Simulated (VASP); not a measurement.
# La36HO54 (a cell with a defect) in VASP: notebook, part 2 of 2

VASP 6.6.1.

**3. Single point, PBE**

INCAR

```
PREC = Accurate
ENCUT = 520
EDIFF = 1E-7
ISMEAR = -1
SIGMA = 0.01
LREAL = Auto
LASPH = T
NELM = 100
ALGO = Normal
ISIF = 2
LWAVE = F
LCHARG = F
GGA = PE
NELECT = 722.0
NBANDS = 412
```

KPOINTS

```
regular mesh
0
Gamma
  1 1 1
```

POSCAR

```
La36HO54
1.0
   11.8217180600     -0.0000000900      0.0000000000
   -5.9108589500     10.2379082000      0.0000000000
    0.0000000000      0.0000000000     12.3757188400
La O H
36 54 1
Direct
    0.2273725694      0.1130892168      0.3749388670
    0.1134130151      0.2267067613      0.1252007273
    0.2183396055      0.1126060126      0.8809820376
    0.1130498556      0.2179618108      0.6190117196
    0.2177109963      0.4439914806      0.3793067749
    0.1143347062      0.5567337486      0.1249769828
    0.2170747603      0.4387371846      0.8716809213
    0.1126788592      0.5612728594      0.6234898433
    0.2212712738      0.7791915950      0.3773548883
    0.1120311959      0.8884409620      0.1243119709
    0.2225156220      0.7779576515      0.8791225900
    0.1097835470      0.8906759889      0.6284495552
    0.5569100121      0.1138433777      0.3750934439
    0.4441693103      0.2166981767      0.1203255358
    0.5616981618      0.1120409588      0.8764148685
    0.4393441729      0.2168586586      0.6284838966
    0.5563773126      0.4441230534      0.4020706243
    0.4443974000      0.5561037400      0.0975069825
    0.5570432233      0.4434054263      0.8777124901
    0.4442671291      0.5561857880      0.6235612735
    0.5564790209      0.7827620539      0.3793094414
    0.4437259566      0.8861375647      0.1249802957
    0.5617164808      0.7833874747      0.8716756691
    0.4391977737      0.8877957159      0.6234863687
    0.8888153439      0.1116464475      0.3759476165
    0.7795197583      0.2209561783      0.1228370667
    0.8909982163      0.1094552772      0.8716827798
    0.7783860401      0.2221002597      0.6209356482
    0.8866292904      0.4435652275      0.3750908582
    0.7837747930      0.5563131608      0.1203192331
    0.8884366632      0.4387859309      0.8764207672
    0.7836043538      0.5611150206      0.6284889872
    0.8873883613      0.7731111595      0.3749404831
    0.7737692187      0.8870674451      0.1251956367
    0.8878674468      0.7821250126      0.8809830072
    0.7824996326      0.8874172236      0.6190129316
    0.2233973507      0.1121150920      0.1738242463
    0.1127706975      0.2231649245      0.3262945815
   -0.0035375867      0.0040000358     -0.0045069705
    0.2208709572      0.1067586267      0.6867670565
    0.1070946702      0.2204014693      0.8132759099
    0.0042288418     -0.0037767480      0.5047165406
    0.2352638578      0.4530184224      0.1849123295
    0.1106385459      0.5564515620      0.3218050645
    0.0055570770      0.3342556833      0.0000774096
    0.2235796741      0.4448727153      0.6696290621
    0.1123829567      0.5569288080      0.8226603345
    0.0027825728      0.3382171370      0.4926546958
    0.2222117813      0.7782488243      0.1765330991
    0.1106392039      0.8898379270      0.3199110331
   -0.0013668219      0.6620477413      0.0072345697
    0.2183823425      0.7820901363      0.6851513120
    0.1109612075      0.8894996744      0.8334675451
   -0.0050523132      0.6653823092      0.4995628197
    0.5569251656      0.1101202539      0.1783221669
    0.4535753288      0.2355423582      0.3145199928
    0.3384286589      0.0018243014      0.0072487102
    0.5574980061      0.1119575433      0.6772297519
    0.4453730084      0.2231203870      0.8309120571
    0.3350922904      0.0055373646      0.4995696880
    0.5610147564      0.4394476843      0.0742604136
    0.4394862376      0.5609775872      0.4297687325
    0.2966552112      0.3230732257     -0.0066312916
    0.5558776645      0.4445875037      0.6698803607
    0.4453001229      0.5551638996      0.8319260589
    0.3240701256      0.2959082041      0.5068006215
    0.5474424200      0.7652187240      0.1849201674
    0.4440091691      0.8898356834      0.3218213060
    0.3317982561      0.6686932424      0.0041036000
    0.5555870918      0.7768830209      0.6696196889
    0.4435488682      0.8880923585      0.8226489412
    0.3106356217      0.6898161118      0.5094500030
    0.8901088840      0.1103670846      0.1804244286
    0.7785394551      0.2219362614      0.3238115742
    0.6662353592     -0.0050643099      0.0000662588
    0.8898152285      0.1106366709      0.6664009668
    0.7823926593      0.2180917260      0.8148763018
    0.6622627003     -0.0023204877      0.4926474235
    0.8903531291      0.4435515529      0.1783070566
    0.7649339310      0.5469005933      0.3145077106
    0.6894651430      0.3109843339     -0.0093853942
    0.8885199679      0.4429888402      0.6772442965
    0.7773348467      0.5550911337      0.8309233696
    0.6685665227      0.3319368560      0.4960682349
    0.8883627813      0.7770798414      0.1738242463
    0.7773000827      0.8876993124      0.3262838347
    0.6773672520      0.7038069614     -0.0065998591
    0.8937006141      0.7795881663      0.6867656021
    0.7800556805      0.8933576949      0.8132814853
    0.7045541543      0.6763792884      0.5067774310
    0.4977533649      0.5027086534      0.2518777325
```

Potentials or basis: VASP PAW PBE potentials, release 64 (La, O, H).

The run is started by

```console
cat potpaw_PBE.64/La/POTCAR potpaw_PBE.64/O/POTCAR potpaw_PBE.64/H/POTCAR > POTCAR
mpirun -np 1 vasp_gam > vasp.out
```

OUTCAR:

```text
PREC = Accurate
   ENCUT = 520
   EDIFF = 1E-7
   ISMEAR = -1
   LREAL = Auto
   LASPH = T
   NELM = 100
   ISIF = 2
   GGA = PE
   NELECT = 722.0

 ion  position               nearest neighbor table
   1  0.227  0.113  0.375-  38 2.38  50 2.39  56 2.44  66 2.48  37 2.49  60 2.69  42 2.79
   2  0.113  0.227  0.125-  37 2.38  73 2.39  43 2.43  63 2.49  38 2.49  45 2.69  39 2.79
   3  0.218  0.113  0.881-  53 2.36  41 2.39  40 2.41  59 2.41  63 2.58  39 2.68
   4  0.113  0.218  0.619-  76 2.36  40 2.39  41 2.41  46 2.41  66 2.59  42 2.67
[... 818 lines left out ...]
  Total       20.0192937     16.7755582     24.4236918     -2.8200538      0.7272091     -1.2607872
  in kB       21.4139642     17.9442496     26.1252005     -3.0165166      0.7778710     -1.3486216
  external PRESSURE =      21.8278048 kB  Pullay stress =       0.0000000 kB

 VOLUME and BASIS-vectors are now :
 -----------------------------------------------------------------------------
  energy-cutoff  :      520.00
  volume of cell :     1497.83
      direct lattice vectors                 reciprocal lattice vectors
    11.821718060 -0.000000090  0.000000000     0.084590074  0.048838101  0.000000000
    -5.910858950 10.237908200  0.000000000     0.000000001  0.097676203  0.000000000
     0.000000000  0.000000000 12.375718840     0.000000000  0.000000000  0.080803387

 POSITION                                       TOTAL-FORCE (eV/Angst)
 -----------------------------------------------------------------------------------
      2.01948      1.15780      4.64014         0.000048     -0.000617     -0.016379
      0.00070      2.32100      1.54945        -0.002106      0.007038      0.007181
      1.91555      1.15285     10.90279        -0.011663      0.008692     -0.012565
      0.04810      2.23147      7.66072         0.008437     -0.002087      0.019603
     -0.05065      4.54554      4.69419        -0.017686      0.000387     -0.010370
     -1.93914      5.69979      1.54668        -0.002757      0.014717      0.010685
[... 83 lines left out ...]
      4.33106      6.92471      6.27174         0.001173      0.004689      0.001692
      2.91286      5.14669      3.11717         0.007600     -0.004226      0.002571
 -----------------------------------------------------------------------------------
    total drift:                                0.017855     -0.005855     -0.017014

  FREE ENERGIE OF THE ION-ELECTRON SYSTEM (eV)
  ---------------------------------------------------
  free  energy   TOTEN  =      -746.4449615528 eV

  energy  without entropy=     -746.4449615528  energy(sigma->0) =     -746.44496155
```

stdout:

```text
POSCAR found type information on POSCAR LaO H
 POSCAR found :  3 types and      91 ions
 scaLAPACK will be used
 LDA part: xc-table for (Slater+PW92), standard interpolation
 POSCAR, INCAR and KPOINTS ok, starting setup
 FFT: planning ... GRIDC
 FFT: planning ... GRID_SOFT
 FFT: planning ... GRID
 WAVECAR not read
 entering main loop
 the old and the new charge density differ
 old charge density:   721.00000 new  721.99999
    0.408E+01
```

Run time: 55 min. Hardware: 1 thread of Oxide Virtual Turin-like, shared host; peak memory 1.6 GiB.

Results:

- Free energy: -746.4450 eV
- Largest force: 0.044 eV/Å

Forces in eV/Å, atoms in the order of the input:
```
La   0.000 -0.001 -0.016
La  -0.002  0.007  0.007
La  -0.012  0.009 -0.013
La   0.008 -0.002  0.020
La  -0.018  0.000 -0.010
La  -0.003  0.015  0.011
La  -0.004  0.003 -0.012
La   0.004  0.002  0.014
La   0.009 -0.006 -0.006
La  -0.005  0.003  0.004
La  -0.003  0.003 -0.023
La   0.009 -0.005  0.013
La   0.014 -0.003 -0.016
La   0.001 -0.010  0.016
La  -0.004  0.007 -0.010
La   0.014 -0.005  0.025
La  -0.038  0.021 -0.005
La   0.014 -0.009  0.007
La  -0.007  0.004  0.003
La  -0.005  0.003  0.008
La  -0.009  0.015 -0.011
La  -0.014 -0.005  0.011
La  -0.004  0.003 -0.012
La   0.001 -0.004  0.014
La   0.010 -0.005 -0.015
La  -0.010  0.005  0.002
La  -0.002  0.001 -0.006
La   0.002  0.000  0.021
La   0.010 -0.011 -0.017
La   0.010  0.004  0.016
La  -0.008  0.000 -0.010
La   0.012 -0.009  0.025
La   0.001  0.000 -0.017
La  -0.007 -0.002  0.007
La  -0.014  0.006 -0.013
La   0.006 -0.006  0.020
O    0.005  0.002 -0.002
O   -0.001 -0.002  0.003
O    0.001 -0.001  0.007
O    0.003  0.001 -0.003
O    0.001  0.000  0.001
O   -0.001  0.000 -0.004
O    0.002 -0.006  0.011
O    0.005  0.001 -0.012
O   -0.002 -0.004  0.007
O    0.004  0.010 -0.004
O    0.006 -0.006  0.002
O    0.005  0.002 -0.010
O    0.005 -0.003 -0.009
O   -0.008  0.004  0.002
O   -0.003 -0.004  0.011
O   -0.012  0.006  0.009
O    0.006 -0.003  0.019
O   -0.007  0.005 -0.005
O    0.000  0.010  0.006
O    0.000 -0.007 -0.004
O    0.001  0.005  0.010
O   -0.010  0.004  0.001
O    0.009  0.006  0.001
O   -0.007  0.003 -0.005
O   -0.009  0.005 -0.029
O    0.015 -0.009 -0.013
O    0.000 -0.009 -0.003
O   -0.004  0.002 -0.014
O    0.000  0.000  0.006
O   -0.004 -0.005  0.002
O    0.005 -0.001  0.009
O    0.002 -0.006 -0.013
O    0.000  0.000 -0.001
O   -0.004 -0.011 -0.004
O    0.008 -0.003  0.003
O   -0.008  0.004 -0.005
O    0.004 -0.004  0.000
O   -0.005  0.003  0.015
O    0.002  0.004  0.008
O   -0.003  0.003 -0.018
O    0.011 -0.006 -0.007
O   -0.001 -0.004 -0.009
O   -0.008 -0.005  0.007
O    0.006  0.004 -0.003
O    0.015 -0.008  0.004
O   -0.008  0.009  0.002
O    0.001 -0.010  0.002
O    0.000  0.000 -0.002
O   -0.001 -0.006 -0.002
O    0.000  0.000  0.004
O    0.007  0.004 -0.002
O    0.001 -0.003 -0.002
O    0.000 -0.002 -0.001
O    0.001  0.005  0.002
H    0.008 -0.004  0.003
```

Levels at points of the mesh, in eV from the Fermi level:
| k point | band 358 | band 359 | band 360 | band 361 | band 362 | band 363 | band 364 | band 365 |
| --- | --- | --- | --- | --- | --- | --- | --- | --- |
| (0.00, 0.00, 0.00) | -0.77 | -0.70 | -0.67 | -0.26 | 2.96 | 3.04 | 3.11 | 3.21 |

Caveat: the k points lie up to 0.61 Å⁻¹ apart; the cell carries a net charge on a neutralising background, which shifts energy and pressure; the cell is charged against a uniform background, so pressure and absolute levels hang on convention; spin-orbit coupling is left out, which moves the levels of the heavy elements.
